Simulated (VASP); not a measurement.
A run of VASP 6.6.1 is set up as follows.

Contents of POSCAR:

```
SiNi2
1.0
    3.9856318685      0.0000000000      0.0000000000
   -1.9928159342      3.4516584482      0.0000000000
    0.0000000000      0.0000000000      4.8529090030
Si Ni
2 4
Direct
    0.3333333333      0.6666666667      0.7500000000
    0.6666666667      0.3333333333      0.2500000000
    0.0000000000      0.0000000000      0.0000000000
    0.0000000000      0.0000000000      0.5000000000
    0.3333333333      0.6666666667      0.2500000000
    0.6666666667      0.3333333333      0.7500000000
```

The input INCAR.step1:

```
PREC = Accurate
ENCUT = 520
ISMEAR = 0
SIGMA = 0.15
LREAL = F
LASPH = T
NELM = 60
NBANDS = 33
GGA = PE
ALGO = Normal
EDIFF = 1E-4
LWAVE = T
LCHARG = F
```

Contents of INCAR.step2:

```
PREC = Accurate
ENCUT = 520
EDIFF = 1E-6
ISMEAR = 0
SIGMA = 0.15
LREAL = F
LASPH = T
NELM = 60
ALGO = Normal
ISIF = 2
LWAVE = F
LCHARG = F
METAGGA = R2SCAN
LMIXTAU = T
NBANDS = 33
ISTART = 1
```

The input KPOINTS:

```
regular mesh
0
Gamma
  12 12 10
```

Potentials or basis: VASP PAW PBE potentials, release 64 (Si, Ni).

Launch:

```sh
$ cat potpaw_PBE.64/Si/POTCAR potpaw_PBE.64/Ni/POTCAR > POTCAR
$ cp INCAR.step1 INCAR
$ mpirun -np 1 vasp_std > vasp.out
$ cp INCAR.step2 INCAR
$ mpirun -np 1 vasp_std > vasp.out
```

(1) Estimate the band gap on the k mesh.

(2) Predict the pressure.

## Answers

(1) zero (bands 24 and 25 overlap by 3.11 eV).

(2) -9.2 GPa.

Caveat: the cell differs from its parent crystal (strain +0.030 along x and y, -0.015 along z); the stress differs along the axes, from -14 to -1 GPa; the PAW data sets were made with another functional, which shifts forces and pressure a little.
